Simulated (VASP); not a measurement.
# Si in VASP: a series of runs

Si is run at these levels: PBE; tasks: single point, relaxation of the atoms.

All numbers are computed with VASP 6.6.1; they aren't measurements. Logs are shortened: lines on timing, memory, paths and dates and some standing lists are left out, and cuts for length are marked.

### 1 The cell of the first run

The cell holds a slab with vacuum, 6 atoms: a = 3.869 Å, b = 3.869 Å, c = 22.839 Å, α = 90.00°, β = 90.00°, γ = 90.00°.

### 2 Single point, PBE

INCAR reads:

```
SYSTEM = Si
ALGO = Normal ; EDIFF = 1E-6
ENCUT = 400 ; GGA = PE
GGA_COMPAT = .False. ; ISIF = 2
ISMEAR = -1 ; LASPH = .True.
LCHARG = .False. ; LREAL = .False.
LWAVE = .False. ; NBANDS = 21
NELM = 120 ; NELMDL = -8
PREC = Accurate ; SIGMA = 0.02
```

KPOINTS reads:

```
k-points
0
Gamma
  7 7 1
  0 0 0
```

POSCAR reads:

```
Si
1.0
    3.8685410222      0.0000000000      0.0000000000
    0.0000000000      3.8685410222      0.0000000000
    0.0000000000      0.0000000000     22.8387000000
Si
6
Direct
    0.7500000000      0.0000000000      0.3507111272
    0.2500000000      0.0000000000      0.4099065181
    0.2500000000      0.5000000000      0.4704061545
    0.7500000000      0.5000000000      0.5295938466
    0.7500000000      0.0000000000      0.5900934802
    0.2500000000      0.0000000000      0.6492888734
```

Potentials or basis: VASP PAW PBE potentials, release 64 (Si).

The run is started by

```sh
$ cat potpaw_PBE.64/Si/POTCAR > POTCAR
$ mpirun -np 1 vasp_std > vasp.out
```

OUTCAR:

```text
SYSTEM = Si
   EDIFF = 1E-6
   ENCUT = 400
   GGA = PE
   ISIF = 2
   ISMEAR = -1
   LASPH = .True.
   LREAL = .False.
   NELM = 120
   NELMDL = -8
   PREC = Accurate

 ion  position               nearest neighbor table
   1  0.750  0.000  0.351-   2 2.36   2 2.36
   2  0.250  0.000  0.410-   1 2.36   1 2.36   3 2.38   3 2.38
   3  0.250  0.500  0.470-   4 2.36   4 2.36   2 2.38   2 2.38
   4  0.750  0.500  0.530-   3 2.36   3 2.36   5 2.38   5 2.38
   5  0.750  0.000  0.590-   6 2.36   6 2.36   4 2.38   4 2.38
   6  0.250  0.000  0.649-   5 2.36   5 2.36

  LATTYP: Found a simple tetragonal cell.
 ALAT       =     3.8685410222
 C/A-ratio  =     5.9036985440

  Lattice vectors:

 A1 = (   3.8685410222,   0.0000000000,   0.0000000000)
 A2 = (   0.0000000000,   3.8685410222,   0.0000000000)
 A3 = (   0.0000000000,   0.0000000000,  22.8387000000)

Analysis of symmetry for initial positions (statically):
=====================================================================
 Subroutine PRICEL returns:
 Original cell was already a primitive cell.

 Routine SETGRP: Setting up the symmetry group for a
 simple tetragonal supercell.

 Subroutine GETGRP returns: Found  8 space group operations
 (whereof  4 operations were pure point group operations)
 out of a pool of 16 trial point group operations.

The static configuration has the point symmetry C_2h.
 The point group associated with its full space group is D_2h.

Analysis of symmetry for dynamics (positions and initial velocities):
=====================================================================
 Subroutine PRICEL returns:
 Original cell was already a primitive cell.

 Routine SETGRP: Setting up the symmetry group for a
 simple tetragonal supercell.

 Subroutine GETGRP returns: Found  8 space group operations
 (whereof  4 operations were pure point group operations)
 out of a pool of 16 trial point group operations.

The dynamic configuration has the point symmetry C_2h.
 The point group associated with its full space group is D_2h.

 Subroutine INISYM returns: Found  8 space group operations
 (whereof  4 operations are pure point group operations),
 and found     1 'primitive' translations

----------------------------------------------------------------------------------------

                                     Primitive cell

  volume of cell :     341.7951

  direct lattice vectors                    reciprocal lattice vectors
     3.868541022  0.000000000  0.000000000     0.258495385  0.000000000  0.000000000
     0.000000000  3.868541022  0.000000000     0.000000000  0.258495385  0.000000000
     0.000000000  0.000000000 22.838700000     0.000000000  0.000000000  0.043785329

  length of vectors
     3.868541022  3.868541022 22.838700000     0.258495385  0.258495385  0.043785329

  position of ions in fractional coordinates (direct lattice)
     0.750000000  0.000000000  0.350711127
     0.250000000  0.000000000  0.409906518
     0.250000000  0.500000000  0.470406154
     0.750000000  0.500000000  0.529593847
     0.750000000  0.000000000  0.590093480
     0.250000000  0.000000000  0.649288873

  ion indices of the primitive-cell ions
   primitive index   ion index
                 1           1
                 2           2
                 3           3
                 4           4
                 5           5
                 6           6

----------------------------------------------------------------------------------------

 KPOINTS: k-points

Automatic generation of k-mesh.
 Grid dimensions read from file:
 generate k-points for:    7    7    1

 Generating k-lattice:

  Cartesian coordinates                     Fractional coordinates (reciprocal lattice)
     0.036927912  0.000000000  0.000000000     0.142857143  0.000000000  0.000000000
     0.000000000  0.036927912  0.000000000     0.000000000  0.142857143  0.000000000
     0.000000000  0.000000000  0.043785329     0.000000000  0.000000000  1.000000000

  Length of vectors
     0.036927912  0.036927912  0.043785329

  Shift w.r.t. Gamma in fractional coordinates (k-lattice)
     0.000000000  0.000000000  0.000000000

 Subroutine IBZKPT returns following result:
 ===========================================

 Found     16 irreducible k-points:

 Following reciprocal coordinates:
            Coordinates               Weight
  0.000000  0.000000  0.000000      1.000000
  0.142857  0.000000  0.000000      2.000000
  0.000000  0.142857  0.000000      2.000000
  0.285714  0.000000  0.000000      2.000000
  0.000000  0.285714  0.000000      2.000000
  0.428571  0.000000  0.000000      2.000000
[... 8 lines left out ...]
 -0.285714  0.428571  0.000000      4.000000
  0.428571  0.428571  0.000000      4.000000
   k-points           NKPTS =     16   k-points in BZ     NKDIM =     16   number of bands    NBANDS=     21
   number of dos      NEDOS =    301   number of ions     NIONS =      6
   total plane-waves  NPLWV = 117600
   dimension x,y,z NGX =    28 NGY =   28 NGZ =  150
   dimension x,y,z NGXF=    56 NGYF=   56 NGZF=  300
   ions per type =               6
   NGX,Y,Z   is equivalent  to a cutoff of  12.03, 12.03, 10.92 a.u.
   NGXF,Y,Z  is equivalent  to a cutoff of  24.07, 24.07, 21.84 a.u.
 SYSTEM =  Si
   PREC   = accura    normal or accurate (medium, high low for compatibility)
   ISTART =      0    job   : 0-new  1-cont  2-samecut
   ICHARG =      2    charge: 1-file 2-atom 10-const
   ISPIN  =      1    spin polarized calculation?
   LNONCOLLINEAR =      F non collinear calculations
   LSORBIT =      F    spin-orbit coupling
   LASPH  =      T    aspherical Exc in radial PAW
   ENCUT  =  400.0 eV  29.40 Ry    5.42 a.u.   6.31  6.31 37.24*2*pi/ulx,y,z
   NELM   =    120;   NELMIN=  2; NELMDL= -8     # of ELM steps
   EDIFF  = 0.1E-05   stopping-criterion for ELM
   LREAL  =      F    real-space projection
   EDIFFG = 0.1E-04   stopping-criterion for IOM
   NSW    =      0    number of steps for IOM
   IBRION =     -1    ionic relax: 0-MD 1-quasi-New 2-CG
   NFREE  =      0    steps in history (QN), initial steepest desc. (CG)
   ISIF   =      2    stress and relaxation
   ISYM   =      2    0-nonsym 1-usesym 2-fastsym
   POTIM  = 0.5000    time-step for ionic-motion
   TEBEG  =    0.0;   TEEND  =   0.0 temperature during run
[... 23 lines left out ...]
  volume of cell :      341.80
 maximum number of plane-waves:      6232
 NGX is ok and might be reduce to    28
   NGX = 13   NGY = 13   NGZ = 75

 number of electron      23.9999995 magnetization

 Free energy of the ion-electron system (eV)
  ---------------------------------------------------
  ext. energy  EPLUGINS =         0.00000000
  ---------------------------------------------------
  free energy    TOTEN  =       -28.61936698 eV

  energy without entropy =      -28.61117087  energy(sigma->0) =      -28.61526892

 E-fermi :  -1.4437     XC(G=0):  -4.1755

 val. band max:       -1.4498809253   @ k =   0.0000   0.2857   0.0000
 cond. band min:      -1.4423788543   @ k =  -0.2857   0.4286   0.0000
 fundamental gap:      0.0075020710
 Fermi energy:        -1.4436567581

 k-point     1 :       0.0000    0.0000    0.0000
  band No.  band energies     occupation
      1     -12.7070      2.00000
      2     -11.5252      2.00000
      3      -9.7850      2.00000
      4      -7.4905      2.00000
      5      -4.9039      2.00000
      6      -3.7632      2.00000
[... 13 lines left out ...]
     20       2.2919      0.00000
     21       3.4558      0.00000

 k-point     2 :       0.1429    0.0000    0.0000
  band No.  band energies     occupation
      1     -12.5368      2.00000
      2     -11.3703      2.00000
      3      -9.6021      2.00000
      4      -7.6356      2.00000
      5      -5.3437      2.00000
      6      -4.4972      2.00000
[... 13 lines left out ...]
     20       2.9022      0.00000
     21       3.2724      0.00000

 k-point     3 :       0.0000    0.1429    0.0000
  band No.  band energies     occupation
      1     -12.5396      2.00000
      2     -11.3829      2.00000
      3      -9.7691      2.00000
      4      -7.4056      2.00000
      5      -5.3939      2.00000
      6      -4.0191      2.00000
[... 13 lines left out ...]
     20       2.7754      0.00000
     21       3.2990      0.00000

 k-point     4 :       0.2857    0.0000    0.0000
  band No.  band energies     occupation
      1     -12.0423      2.00000
      2     -10.9629      2.00000
      3      -9.0713      2.00000
      4      -8.2632      2.00000
      5      -6.6224      2.00000
      6      -5.1987      2.00000
[... 13 lines left out ...]
     20       3.8156      0.00000
     21       3.9273      0.00000

 k-point     5 :       0.0000    0.2857    0.0000
  band No.  band energies     occupation
      1     -12.0527      2.00000
      2     -10.9993      2.00000
      3      -9.8762      2.00000
      4      -7.2912      2.00000
      5      -6.4158      2.00000
      6      -5.2097      2.00000
[... 13 lines left out ...]
     20       3.4760      0.00000
     21       4.0983      0.00000

 k-point     6 :       0.4286    0.0000    0.0000
  band No.  band energies     occupation
      1     -11.3042      2.00000
      2     -10.7161      2.00000
      3      -8.8319      2.00000
      4      -8.4940      2.00000
      5      -7.6095      2.00000
      6      -6.6811      2.00000
[... 13 lines left out ...]
     20       3.0970      0.00000
     21       3.3580      0.00000

 k-point     7 :       0.0000    0.4286    0.0000
  band No.  band energies     occupation
      1     -11.3168      2.00000
      2     -10.5773      2.00000
      3     -10.4137      2.00000
      4      -7.5113      2.00000
      5      -6.8805      2.00000
      6      -5.7023      2.00000
[... 13 lines left out ...]
     20       3.1767      0.00000
     21       3.6273      0.00000
[... 99 lines left out ...]
      1     -11.1421      2.00000
      2     -10.4023      2.00000
      3     -10.2331      2.00000
      4      -7.4994      2.00000
      5      -6.8116      2.00000
      6      -5.8462      2.00000
[... 13 lines left out ...]
     20       2.8741      0.00000
     21       3.0856      0.00000

 k-point    13 :       0.2857    0.2857    0.0000
  band No.  band energies     occupation
      1     -11.3800      2.00000
      2     -10.3892      2.00000
      3      -9.1443      2.00000
      4      -7.8819      2.00000
      5      -6.6834      2.00000
      6      -5.7484      2.00000
[... 13 lines left out ...]
     20       4.0073      0.00000
     21       4.3845      0.00000

 k-point    14 :       0.4286    0.2857    0.0000
  band No.  band energies     occupation
      1     -10.6250      2.00000
      2     -10.0373      2.00000
      3      -8.4733      2.00000
      4      -8.3096      2.00000
      5      -7.6981      2.00000
      6      -6.9838      2.00000
[... 13 lines left out ...]
     20       3.9173      0.00000
     21       4.4563      0.00000

 k-point    15 :      -0.2857    0.4286    0.0000
  band No.  band energies     occupation
      1     -10.6300      2.00000
      2      -9.8977      2.00000
      3      -9.6990      2.00000
      4      -7.7206      2.00000
      5      -6.8809      2.00000
      6      -6.5354      2.00000
[... 13 lines left out ...]
     20       3.7540      0.00000
     21       4.5745      0.00000

 k-point    16 :       0.4286    0.4286    0.0000
  band No.  band energies     occupation
      1      -9.8405      2.00000
      2      -9.2870      2.00000
      3      -8.8505      2.00000
      4      -8.3727      2.00000
      5      -7.6905      2.00000
      6      -7.6508      2.00000
[... 13 lines left out ...]
     20       3.4683      0.00000
     21       4.3668      0.00000

------------------------ aborting loop because EDIFF is reached ----------------------------------------

  FORCE on cell =-STRESS in cart. coord.  units (eV):
  Direction    XX          YY          ZZ          XY          YZ          ZX
  --------------------------------------------------------------------------------------
  -------------------------------------------------------------------------------------
  Total       -0.7087632     -3.1067953     -0.0944783      0.0000000      0.0000000      0.0000000
  in kB       -3.3223544    -14.5632205     -0.4428705      0.0000000      0.0000000      0.0000000
  external PRESSURE =      -6.1094818 kB  Pullay stress =       0.0000000 kB

 VOLUME and BASIS-vectors are now :
 -----------------------------------------------------------------------------
  energy-cutoff  :      400.00
  volume of cell :      341.80
      direct lattice vectors                 reciprocal lattice vectors
     3.868541022  0.000000000  0.000000000     0.258495385  0.000000000  0.000000000
     0.000000000  3.868541022  0.000000000     0.000000000  0.258495385  0.000000000
     0.000000000  0.000000000 22.838700000     0.000000000  0.000000000  0.043785329

 POSITION                                       TOTAL-FORCE (eV/Angst)
 -----------------------------------------------------------------------------------
      2.90141      0.00000      8.00979         0.000000      0.000000      0.009035
      0.96714      0.00000      9.36173         0.000000      0.000000      0.006214
      0.96714      1.93427     10.74347         0.000000     -0.000000     -0.006401
      2.90141      1.93427     12.09523         0.000000      0.000000      0.006401
      2.90141      0.00000     13.47697         0.000000      0.000000     -0.006214
      0.96714      0.00000     14.82891         0.000000      0.000000     -0.009035
 -----------------------------------------------------------------------------------
    total drift:                                0.000000      0.000000      0.000003

  FREE ENERGIE OF THE ION-ELECTRON SYSTEM (eV)
  ---------------------------------------------------
  free  energy   TOTEN  =       -28.6193669801 eV

  energy  without entropy=      -28.6111708655  energy(sigma->0) =      -28.61526892
```

It took 3.6 min on 1 thread of Intel Xeon 8259CL, shared host; peak memory 0.34 GiB.

Results:

| Property | Result |
| --- | --- |
| Free energy | -28.6194 eV |
| Largest force | 0.009 eV/Å |
| Band gap on the k mesh | zero (bands 12 and 13 overlap by 0.83 eV) |

Forces on the atoms (eV/Å):
```
Si   0.000  0.000  0.009
Si   0.000  0.000  0.006
Si   0.000  0.000 -0.006
Si   0.000  0.000  0.006
Si   0.000  0.000 -0.006
Si   0.000  0.000 -0.009
```

### 3 Relaxation of the atoms, PBE

INCAR reads:

```
ALGO     = Normal         # electronic algorithm
DIPOL    = 0.5 0.5 0.500
EDIFF    = 1E-7           # SCF threshold, eV
EDIFFG   = -0.01          # ionic threshold
ENCUT    = 450            # plane-wave cutoff, eV
GGA      = PE             # functional
GGA_COMPAT= F            
IBRION   = 2              # ionic algorithm
IDIPOL   = 3            
ISIF     = 2              # what is computed and relaxed
ISMEAR   = -1             # smearing method
LASPH    = T              # aspherical terms in the spheres
LCHARG   = F              # write CHGCAR
LDIPOL   = T            
LREAL    = F              # projectors in reciprocal space
LWAVE    = F              # write WAVECAR
NELM     = 120            # most SCF steps
NELMDL   = -8           
NELMIN   = 4            
NSW      = 60             # ionic steps
PREC     = Accurate       # precision mode
SIGMA    = 0.02           # smearing width, eV
```

KPOINTS reads:

```
k-points
0
Gamma
  7 7 1
```

POSCAR reads:

```
Si
1.0
    3.8685410222      0.0000000000      0.0000000000
    0.0000000000      3.8685410222      0.0000000000
    0.0000000000      0.0000000000     22.8387000000
Si
6
Direct
    0.7500000000      0.0000000000      0.3502830946
    0.2500000000      0.0000000000      0.4101698568
    0.2500000000      0.5000000000      0.4700566189
    0.7500000000      0.5000000000      0.5299433811
    0.7500000000      0.0000000000      0.5898301432
    0.2500000000      0.0000000000      0.6497169054
```

Potentials or basis: VASP PAW PBE potentials, release 64 (Si).

The run is started by

```sh
$ cat potpaw_PBE.64/Si/POTCAR > POTCAR
$ mpirun -np 1 vasp_std > vasp.out
```

Wall time 8.4 min (1 thread of Intel Xeon 8259CL, shared host); peak memory 0.37 GiB.

The run converged. Its results:

* Free energy: -28.6200 eV
* Energy gained by relaxing: 0.5 meV/atom
* Ionic steps: 8
* Largest force after relaxing: 0.007 eV/Å
* Band gap on the k mesh: zero (bands 12 and 13 overlap by 0.83 eV)

Forces on the atoms (eV/Å):
```
Si   0.000  0.000  0.002
Si   0.000  0.000  0.007
Si   0.000  0.000  0.005
Si   0.000  0.000 -0.005
Si   0.000  0.000 -0.007
Si   0.000  0.000 -0.002
```

The path:
| step | energy change (eV) | largest force (eV/Å) | pressure (GPa) |
| --- | --- | --- | --- |
| 1 | 0.0000 | 0.1549 | -0.66 |
| 2 | -0.0030 | 0.0336 | -0.64 |
| 3 | -0.0030 | 0.0282 | -0.64 |
| 4 | -0.0030 | 0.0171 | -0.63 |
| 5 | -0.0031 | 0.0140 | -0.62 |
| 6 | -0.0031 | 0.0156 | -0.62 |
| 7 | -0.0031 | 0.0120 | -0.61 |
| 8 | -0.0032 | 0.0067 | -0.60 |

Final structure:
```cif
data_structure
_symmetry_space_group_name_H-M 'P 1'
_symmetry_Int_Tables_number 1
_cell_length_a 3.8685
_cell_length_b 3.8685
_cell_length_c 22.8387
_cell_angle_alpha 90.000
_cell_angle_beta 90.000
_cell_angle_gamma 90.000
_cell_volume 341.80
loop_
_atom_site_label
_atom_site_type_symbol
_atom_site_fract_x
_atom_site_fract_y
_atom_site_fract_z
_atom_site_occupancy
Si1 Si 0.75000 0.00000 0.35077 1
Si2 Si 0.25000 0.00000 0.40993 1
Si3 Si 0.25000 0.50000 0.47039 1
Si4 Si 0.75000 0.50000 0.52961 1
Si5 Si 0.75000 0.00000 0.59007 1
Si6 Si 0.25000 0.00000 0.64923 1
```

Levels at points of the mesh, in eV from the Fermi level:
| k point | band 8 | band 9 | band 10 | band 11 | band 12 | band 13 | band 14 | band 15 | band 16 |
| --- | --- | --- | --- | --- | --- | --- | --- | --- | --- |
| (0.00, 0.00, 0.00) | -1.37 | -1.13 | -0.82 | -0.35 | 0.43 | 1.25 | 1.27 | 1.63 | 2.27 |

### 4 Relaxation of the atoms, PBE

INCAR reads:

```
SYSTEM = Si
  PREC = Accurate
  ENCUT = 450
  EDIFF = 1E-7
  ISMEAR = -1
  SIGMA = 0.02
  LREAL = .FALSE.
  LASPH = .TRUE.
  NELM = 120
  ALGO = Normal
  ISIF = 2
  LWAVE = .FALSE.
  LCHARG = .FALSE.
  LDIPOL = .TRUE.
  IDIPOL = 3
  DIPOL = 0.5 0.5 0.500
  GGA = PE
  IBRION = 2
  NSW = 32
  EDIFFG = -0.01
  GGA_COMPAT = .FALSE.
  NELMIN = 4
  NELMDL = -8
```

KPOINTS reads:

```
regular mesh
0
G
  7 7 1
  0 0 0
```

POSCAR reads:

```
Si
1.0
    3.8685410222      0.0000000000      0.0000000000
    0.0000000000      3.8685410222      0.0000000000
    0.0000000000      0.0000000000     22.8387000000
Si
6
Direct
    0.7500000000      0.0000000000      0.3507111272
    0.2500000000      0.0000000000      0.4099065181
    0.2500000000      0.5000000000      0.4704061545
    0.7500000000      0.5000000000      0.5295938466
    0.7500000000      0.0000000000      0.5900934802
    0.2500000000      0.0000000000      0.6492888734
```

The run is started by

```sh
$ cat potpaw_PBE.64/Si/POTCAR > POTCAR
$ mpirun -np 1 vasp_std > vasp.out
```

Run time: 2.2 min. Hardware: 1 thread of AMD EPYC 7R13 (Zen 3), shared host; peak memory 0.32 GiB.

The run converged. Its results:

| Property | Result |
| --- | --- |
| Free energy | -28.6200 eV |
| Largest force after relaxing | 0.009 eV/Å |
| Band gap on the k mesh | zero (bands 12 and 13 overlap by 0.83 eV) |

Forces in eV/Å, atoms in the order of the input:
```
Si   0.000  0.000  0.009
Si   0.000  0.000  0.006
Si   0.000  0.000 -0.006
Si   0.000  0.000  0.006
Si   0.000  0.000 -0.006
Si   0.000  0.000 -0.009
```

Final structure:
```
Si
1.0
     3.86854    0.00000    0.00000
     0.00000    3.86854    0.00000
     0.00000    0.00000   22.83870
Si
6
Direct
  0.75000 0.00000 0.35071
  0.25000 0.00000 0.40991
  0.25000 0.50000 0.47041
  0.75000 0.50000 0.52959
  0.75000 0.00000 0.59009
  0.25000 0.00000 0.64929
```

Levels at points of the mesh, in eV from the Fermi level:
```tsv
k point	band 9	band 10	band 11	band 12	band 13	band 14	band 15	band 16
(0.00, 0.00, 0.00)	-1.12	-0.82	-0.34	0.43	1.25	1.27	1.63	2.28
```

Caveat: the relaxation stopped at its first step, so nothing moved.

### 5 Overview

| task | cell | cutoff (eV) | dipole correction | gap on the mesh (eV) | largest force (eV/Å) |
| --- | --- | --- | --- | --- | --- |
| single point | as given, atomic positions A | 400 | no | none | 0.01 |
| relaxation of the atoms | atoms relaxed, atomic positions B | 450 | yes | none | 0.01 |
| relaxation of the atoms | atoms relaxed, atomic positions A | 450 | yes | none | 0.01 |

Alike in all rows: level PBE; potentials or basis VASP PAW PBE potentials, release 64 (Si); no spin polarisation; k mesh 7 × 7 × 1; smearing fermi-dirac 0.02 eV.

Caveats: the relaxation stopped at its first step, so nothing moved (at least some runs).

Absolute energies hang on the potentials; compare differences alone.
